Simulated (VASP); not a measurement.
# MoS2 (P1) in VASP: single point with PBEsol

Aim: the single point of MoS2 with PBEsol.

All numbers are computed with VASP 6.6.1; they aren't measurements. Logs are shortened: lines on timing, memory, paths and dates and some standing lists are left out, and cuts for length are marked.

## 1. The cell of the first run

The typed cell holds 24 atoms: a = 8.294 Å, b = 8.294 Å, c = 8.294 Å, α = 60.00°, β = 60.00°, γ = 60.00°.

## 2. Single point, PBEsol

INCAR

```
SYSTEM = MoS2
PREC = Accurate
ENCUT = 520
EDIFF = 1E-6
ISMEAR = -1
SIGMA = 0.069
LREAL = Auto
LASPH = .TRUE.
NELM = 100
ALGO = Normal
ISIF = 2
LWAVE = .FALSE.
LCHARG = .FALSE.
GGA = PS
NBANDS = 122
```

KPOINTS

```
Automatic mesh
0
G
  2 2 2
  0 0 0
```

POSCAR

```
MoS2
1.0
    0.0000000000      5.8647937213      5.8647937213
    5.8647937213      0.0000000000      5.8647937213
    5.8647937213      5.8647937213      0.0000000000
Mo S
8 16
Direct
    0.0086205931     -0.0060234003     -0.0079719769
   -0.0048133833      0.0095311963      0.4983362824
    0.0077449442      0.4960734577     -0.0017406409
   -0.0062449767      0.5035831847      0.4989997328
    0.4979843518      0.0022635920      0.0011719935
    0.4957619378      0.0006742778      0.5041840584
    0.5058435370      0.4979626119     -0.0018883870
    0.5081610951      0.4963410715      0.4965494335
    0.1197389087      0.1199097587      0.1367463270
    0.3571406940      0.3725741439      0.3842678203
    0.1321744697      0.1287090452      0.6229433077
    0.3792169181      0.3698897358      0.8738167519
    0.1149374611      0.6189730914      0.1379914688
    0.3679732148      0.8790965625      0.3812251728
    0.1191589224      0.6312410420      0.6163080360
    0.3697235748      0.8765594741      0.8796784244
    0.6287782103      0.1274393500      0.1215620760
    0.8671080760      0.3777045034      0.3730918944
    0.6206663308      0.1357137246      0.6225521601
    0.8838072141      0.3683382746      0.8759551050
    0.6185883379      0.6327129608      0.1207241096
    0.8759424873      0.8692193182      0.3851245427
    0.6261410332      0.6166767617      0.6296676704
    0.8798238685      0.8740275862      0.8753345376
```

Potentials or basis: VASP PAW PBE potentials, release 64 (Mo_sv, S).

The run is started by

```console
$ cat potpaw_PBE.64/Mo_sv/POTCAR potpaw_PBE.64/S/POTCAR > POTCAR
$ mpirun -np 1 vasp_std > vasp.out
```

OUTCAR:

```text
SYSTEM = MoS2
   PREC = Accurate
   ENCUT = 520
   EDIFF = 1E-6
   ISMEAR = -1
   LREAL = Auto
   LASPH = .TRUE.
   NELM = 100
   ISIF = 2
   GGA = PS

 ion  position               nearest neighbor table
   1  0.009  0.994  0.992-  16 2.45  24 2.48  11 2.50  20 2.54  13 2.54  17 2.57   9 2.59  22 2.66

   2  0.995  0.010  0.498-   9 2.45  18 2.49  14 2.53  22 2.53  19 2.54  24 2.55  15 2.56  11 2.58

   3  0.008  0.496  0.998-  13 2.51  12 2.52  20 2.53  18 2.54   9 2.55  24 2.56  15 2.59  21 2.64

   4  0.994  0.504  0.499-  13 2.45  10 2.46  22 2.48  23 2.49  15 2.51  11 2.54  20 2.56  18 2.56

   5  0.498  0.002  0.001-  12 2.49  21 2.50  16 2.54  17 2.55   9 2.56  19 2.56  14 2.57  24 2.59

   6  0.496  0.001  0.504-  11 2.46  10 2.52  14 2.52  16 2.54  19 2.56  22 2.58  17 2.59  23 2.60

   7  0.506  0.498  0.998-  23 2.50  21 2.51  17 2.51  20 2.56  16 2.56  12 2.57  10 2.62  13 2.65

   8  0.508  0.496  0.497-  18 2.43  19 2.44  23 2.52  21 2.55  12 2.56  14 2.59  10 2.63  15 2.64

   9  0.120  0.120  0.137-   2 2.45   3 2.55   5 2.56   1 2.59
  10  0.357  0.373  0.384-   4 2.46   6 2.52   7 2.62   8 2.63  11 2.75
  11  0.132  0.129  0.623-   6 2.46   1 2.50   4 2.54   2 2.58  10 2.75
  12  0.379  0.370  0.874-   5 2.49   3 2.52   8 2.56   7 2.57
  13  0.115  0.619  0.138-   4 2.45   3 2.51   1 2.54   7 2.65
  14  0.368  0.879  0.381-   6 2.52   2 2.53   5 2.57   8 2.59
  15  0.119  0.631  0.616-   4 2.51   2 2.56   3 2.59   8 2.64  22 2.78
  16  0.370  0.877  0.880-   1 2.45   5 2.54   6 2.54   7 2.56
  17  0.629  0.127  0.122-   7 2.51   5 2.55   1 2.57   6 2.59
  18  0.867  0.378  0.373-   8 2.43   2 2.49   3 2.54   4 2.56
  19  0.621  0.136  0.623-   8 2.44   2 2.54   6 2.56   5 2.56
  20  0.884  0.368  0.876-   3 2.53   1 2.54   4 2.56   7 2.56
  21  0.619  0.633  0.121-   5 2.50   7 2.51   8 2.55   3 2.64
  22  0.876  0.869  0.385-   4 2.48   2 2.53   6 2.58   1 2.66  15 2.78
  23  0.626  0.617  0.630-   4 2.49   7 2.50   8 2.52   6 2.60
  24  0.880  0.874  0.875-   1 2.48   2 2.55   3 2.56   5 2.59

  LATTYP: Found a face centered cubic cell.
 ALAT       =    11.7295874426

  Lattice vectors:

 A1 = (   0.0000000000,   5.8647937213,   5.8647937213)
 A2 = (   5.8647937213,   0.0000000000,   5.8647937213)
 A3 = (   5.8647937213,   5.8647937213,   0.0000000000)

Analysis of symmetry for initial positions (statically):
=====================================================================
 Subroutine PRICEL returns:
 Original cell was already a primitive cell.

 Routine SETGRP: Setting up the symmetry group for a
 face centered cubic supercell.

 Subroutine GETGRP returns: Found  1 space group operations
 (whereof  1 operations were pure point group operations)
 out of a pool of 48 trial point group operations.

The static configuration has the point symmetry C_1 .

Analysis of symmetry for dynamics (positions and initial velocities):
=====================================================================
 Subroutine PRICEL returns:
 Original cell was already a primitive cell.

 Routine SETGRP: Setting up the symmetry group for a
 face centered cubic supercell.

 Subroutine GETGRP returns: Found  1 space group operations
 (whereof  1 operations were pure point group operations)
 out of a pool of 48 trial point group operations.

The dynamic configuration has the point symmetry C_1 .

 Subroutine INISYM returns: Found  1 space group operations
 (whereof  1 operations are pure point group operations),
 and found     1 'primitive' translations

----------------------------------------------------------------------------------------

                                     Primitive cell

  volume of cell :     403.4486

  direct lattice vectors                    reciprocal lattice vectors
     0.000000000  5.864793721  5.864793721    -0.085254490  0.085254490  0.085254490
     5.864793721  0.000000000  5.864793721     0.085254490 -0.085254490  0.085254490
     5.864793721  5.864793721  0.000000000     0.085254490  0.085254490 -0.085254490

  length of vectors
     8.294070821  8.294070821  8.294070821     0.147665109  0.147665109  0.147665109

  position of ions in fractional coordinates (direct lattice)
     0.008620593  0.993976600  0.992028023
     0.995186617  0.009531196  0.498336282
     0.007744944  0.496073458  0.998259359
     0.993755023  0.503583185  0.498999733
     0.497984352  0.002263592  0.001171994
     0.495761938  0.000674278  0.504184058
[... 16 lines left out ...]
     0.626141033  0.616676762  0.629667670
     0.879823868  0.874027586  0.875334538

  ion indices of the primitive-cell ions
   primitive index   ion index
                 1           1
                 2           2
                 3           3
                 4           4
                 5           5
                 6           6
[... 16 lines left out ...]
                23          23
                24          24

----------------------------------------------------------------------------------------

 KPOINTS: Automatic mesh

Automatic generation of k-mesh.
 Grid dimensions read from file:
 generate k-points for:    2    2    2

 Generating k-lattice:

  Cartesian coordinates                     Fractional coordinates (reciprocal lattice)
    -0.042627245  0.042627245  0.042627245     0.500000000  0.000000000  0.000000000
     0.042627245 -0.042627245  0.042627245     0.000000000  0.500000000  0.000000000
     0.042627245  0.042627245 -0.042627245     0.000000000  0.000000000  0.500000000

  Length of vectors
     0.073832554  0.073832554  0.073832554

  Shift w.r.t. Gamma in fractional coordinates (k-lattice)
     0.000000000  0.000000000  0.000000000

 Subroutine IBZKPT returns following result:
 ===========================================

 Found      8 irreducible k-points:

 Following reciprocal coordinates:
            Coordinates               Weight
  0.000000  0.000000  0.000000      1.000000
  0.500000  0.000000  0.000000      1.000000
  0.000000  0.500000  0.000000      1.000000
  0.000000  0.000000  0.500000      1.000000
  0.500000  0.500000  0.500000      1.000000
  0.500000  0.500000  0.000000      1.000000
  0.000000  0.500000  0.500000      1.000000
  0.500000  0.000000  0.500000      1.000000
   k-points           NKPTS =      8   k-points in BZ     NKDIM =      8   number of bands    NBANDS=    122
   number of dos      NEDOS =    301   number of ions     NIONS =     24
   total plane-waves  NPLWV = 262144
   dimension x,y,z NGX =    64 NGY =   64 NGZ =   64
   dimension x,y,z NGXF=   128 NGYF=  128 NGZF=  128
   ions per type =               8  16
   NGX,Y,Z   is equivalent  to a cutoff of  12.83, 12.83, 12.83 a.u.
   NGXF,Y,Z  is equivalent  to a cutoff of  25.66, 25.66, 25.66 a.u.
 SYSTEM =  MoS2
   PREC   = accura    normal or accurate (medium, high low for compatibility)
   ISTART =      0    job   : 0-new  1-cont  2-samecut
   ICHARG =      2    charge: 1-file 2-atom 10-const
   ISPIN  =      1    spin polarized calculation?
   LNONCOLLINEAR =      F non collinear calculations
   LSORBIT =      F    spin-orbit coupling
   LASPH  =      T    aspherical Exc in radial PAW
   ENCUT  =  520.0 eV  38.22 Ry    6.18 a.u.  15.42 15.42 15.42*2*pi/ulx,y,z
   NELM   =    100;   NELMIN=  2; NELMDL= -5     # of ELM steps
   EDIFF  = 0.1E-05   stopping-criterion for ELM
   LREAL  =      T    real-space projection
   EDIFFG = 0.1E-04   stopping-criterion for IOM
   NSW    =      0    number of steps for IOM
   IBRION =     -1    ionic relax: 0-MD 1-quasi-New 2-CG
   NFREE  =      0    steps in history (QN), initial steepest desc. (CG)
   ISIF   =      2    stress and relaxation
   ISYM   =      2    0-nonsym 1-usesym 2-fastsym
   POTIM  = 0.5000    time-step for ionic-motion
   TEBEG  =    0.0;   TEEND  =   0.0 temperature during run
   PSTRESS=    0.0 pullay stress
   NELECT =     208.0000    total number of electrons
   NUPDOWN=      -1.0000    fix difference up-down
   EMIN   =  10.00;   EMAX   =-10.00  energy-range for DOS
   EFERMI =   0.00;   METHOD = LEGACY
   ISMEAR =    -1;   SIGMA  =   0.07  broadening in eV -4-tet -1-fermi 0-gaus
   EFERMI_NEDOS =   21; number of points for ismear=-14 and -15
   IALGO  =     38    algorithm
   IMIX   =      4    mixing-type and parameters
     AMIX     =   0.40;   BMIX     =  1.00
     AMIX_MAG =   1.60;   BMIX_MAG =  1.00
  volume/ion in A,a.u.               =      16.81       113.44
  Fermi-wavevector in a.u.,A,eV,Ry     =   1.312703  2.480649 23.445418  1.723190
  Thomas-Fermi vector in A             =   2.443077
   LORBIT       =      0    0 simple, 1 ext, 2 COOP (PROOUT), +10 PAW based schemes
   GGA     = PS    functional components
   LHFCALC =     F    Hartree Fock is set to
   AEXX    =    0.0000 exact exchange contribution
   IVDW    =     0    specifies the selected vdW correction
   LEPSILON=     F    determine dielectric tensor
   LRPA    =     F    only Hartree local field effects (RPA)
 non-spin polarized calculation
  energy-cutoff  :      520.00
  volume of cell :      403.45
 maximum number of plane-waves:     10969
 NGX is ok and might be reduce to    64
   NGX = 31   NGY = 31   NGZ = 31

 number of electron     208.0000003 magnetization

 Free energy of the ion-electron system (eV)
  ---------------------------------------------------
  ext. energy  EPLUGINS =         0.00000000
  ---------------------------------------------------
  free energy    TOTEN  =      -170.79499089 eV

  energy without entropy =     -170.28007563  energy(sigma->0) =     -170.53753326

 E-fermi :   8.3692     XC(G=0): -11.4294

 val. band max:        8.3655394352   @ k =   0.5000   0.5000   0.5000
 cond. band min:       8.3798577382   @ k =   0.5000   0.5000   0.0000
 fundamental gap:      0.0143183030
 Fermi energy:         8.3691849391

 k-point     1 :       0.0000    0.0000    0.0000
  band No.  band energies     occupation
      1     -52.6248      2.00000
      2     -52.6237      2.00000
      3     -52.6175      2.00000
      4     -52.6061      2.00000
      5     -52.6056      2.00000
      6     -52.6050      2.00000
[... 108 lines left out ...]
    115       9.9174      0.00000
    116       9.9341      0.00000

 k-point     2 :       0.5000    0.0000    0.0000
  band No.  band energies     occupation
      1     -52.6248      2.00000
      2     -52.6237      2.00000
      3     -52.6175      2.00000
      4     -52.6061      2.00000
      5     -52.6055      2.00000
      6     -52.6051      2.00000
[... 706 lines left out ...]
 k-point     8 :       0.5000    0.0000    0.5000
  band No.  band energies     occupation
      1     -52.6247      2.00000
      2     -52.6237      2.00000
      3     -52.6175      2.00000
      4     -52.6061      2.00000
      5     -52.6056      2.00000
      6     -52.6050      2.00000
[... 108 lines left out ...]
    115      10.2400      0.00000
    116      10.2970      0.00000
 [bands above 116 left out]

------------------------ aborting loop because EDIFF is reached ----------------------------------------

  FORCE on cell =-STRESS in cart. coord.  units (eV):
  Direction    XX          YY          ZZ          XY          YZ          ZX
  --------------------------------------------------------------------------------------
  -------------------------------------------------------------------------------------
  Total      -12.8024553    -12.4740480    -12.4208073     -1.2585749     -0.0806713      0.2216680
  in kB      -50.8411809    -49.5370080    -49.3255783     -4.9980596     -0.3203622      0.8802893
  external PRESSURE =     -49.9012557 kB  Pullay stress =       0.0000000 kB

 VOLUME and BASIS-vectors are now :
 -----------------------------------------------------------------------------
  energy-cutoff  :      520.00
  volume of cell :      403.45
      direct lattice vectors                 reciprocal lattice vectors
     0.000000000  5.864793721  5.864793721    -0.085254490  0.085254490  0.085254490
     5.864793721  0.000000000  5.864793721     0.085254490 -0.085254490  0.085254490
     5.864793721  5.864793721  0.000000000     0.085254490  0.085254490 -0.085254490

 POSITION                                       TOTAL-FORCE (eV/Angst)
 -----------------------------------------------------------------------------------
     11.64751      5.86860      5.88003         0.045548     -0.034183     -0.100571
      2.97854      8.75920      5.89246         0.062055      0.256983     -0.154994
      8.76395      5.90001      2.95479        -0.229951     -0.008205      0.150737
      5.87994      8.75470      8.78158         0.303113      0.060681     -0.137919
      0.02015      2.92745      2.93385         0.216932      0.046939     -0.101977
      2.96089      5.86448      2.91150        -0.280156      0.102970      0.177594
[... 16 lines left out ...]
      7.30955      7.36506      7.28887         0.265911     -0.253460     -0.350246
     10.25965     10.29364     10.28598        -0.009179     -0.035708     -0.276845
 -----------------------------------------------------------------------------------
    total drift:                               -0.001582      0.003185     -0.000976

  FREE ENERGIE OF THE ION-ELECTRON SYSTEM (eV)
  ---------------------------------------------------
  free  energy   TOTEN  =      -170.7949908893 eV

  energy  without entropy=     -170.2800756346  energy(sigma->0) =     -170.53753326
```

Run time: 17 min. Hardware: 1 thread of Intel Xeon Platinum 8488C (Sapphire Rapids), shared host; peak memory 0.68 GiB.

What came out:

```yaml
Free_energy: -170.7950 eV
Pressure: -5.0 GPa
Largest_force: 0.685 eV/Å
Band_gap_on_the_k_mesh: zero (band 104 reaches 8.41 eV, above the bottom of band 105 at 7.97 eV)
```

Forces on the atoms (eV/Å):
```
Mo   0.046 -0.034 -0.101
Mo   0.062  0.257 -0.155
Mo  -0.230 -0.008  0.151
Mo   0.303  0.061 -0.138
Mo   0.217  0.047 -0.102
Mo  -0.280  0.103  0.178
Mo   0.171  0.121 -0.049
Mo   0.130 -0.415 -0.092
S   -0.189 -0.058  0.217
S   -0.399  0.321  0.455
S    0.063 -0.125 -0.441
S    0.293 -0.449  0.072
S   -0.327 -0.038  0.377
S   -0.007  0.108  0.278
S    0.153  0.208  0.022
S   -0.281  0.065  0.257
S    0.085  0.184 -0.086
S   -0.223 -0.129  0.282
S   -0.134  0.217 -0.349
S    0.295  0.056 -0.276
S   -0.184  0.135 -0.074
S    0.180 -0.336  0.202
S    0.266 -0.253 -0.350
S   -0.009 -0.036 -0.277
```

Stress tensor (GPa, compression positive):
```
-5.08 -0.50  0.09
-0.50 -4.95 -0.03
 0.09 -0.03 -4.93
```

Caveat: the k points lie up to 0.46 Å⁻¹ apart; the PAW data sets were made with another functional, which shifts forces and pressure a little.
